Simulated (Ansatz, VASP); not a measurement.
## Two plane-wave programs on HfH5

```xyz
6
Lattice="7.6575 0.0000 0.0000 -3.8287 6.6315 0.0000 0.0000 0.0000 3.4726" Properties=species:S:1:pos:R:3 pbc="T T T"
Hf    0.0000    0.0000    0.0000
H     3.8287    2.2105    2.1120
H     3.8287    2.2105    1.3606
H     6.0634    0.9203    0.0000
H     3.8287    4.7910    0.0000
H     1.5940    0.9203    0.0000
```

Alike in both runs: functional PBE; k mesh 6 × 6 × 4; occupations gaussian, width 0.1 eV; no spin polarisation.

Ansatz relaxed the structure, and its values are those at the end. VASP's run is a single point on that final structure, the one shown.

|  | VASP | Ansatz |
| --- | --- | --- |
| version | VASP 6.6.1 | Ansatz 0.2.0 |
| potentials or method | VASP PAW PBE potentials, release 64 (Hf_pv, H), cutoff 520 eV | scalar-relativistic, plane waves, PAW |
| valence electrons in the cell | 15 | 31 |

```tsv
	VASP	Ansatz	Ansatz less VASP
gap on the k mesh at the Fermi level (eV)	none	none	-
pressure (GPa)	0.0	0.0	+0.09
rms of the force components (eV/Å)	0.013	0.007	-0.0064
```

A gap of «none» marks a metal or a gap that the smearing closes. With one functional, cell and mesh, what is left measures potentials, basis and numerics. VASP's potentials hold 15 valence electrons a cell and Ansatz's 31, so a difference there can come from the potentials and not from the codes.

The k mesh is coarse, so the values compare programs but aren't converged. Neither program's run includes spin-orbit coupling.
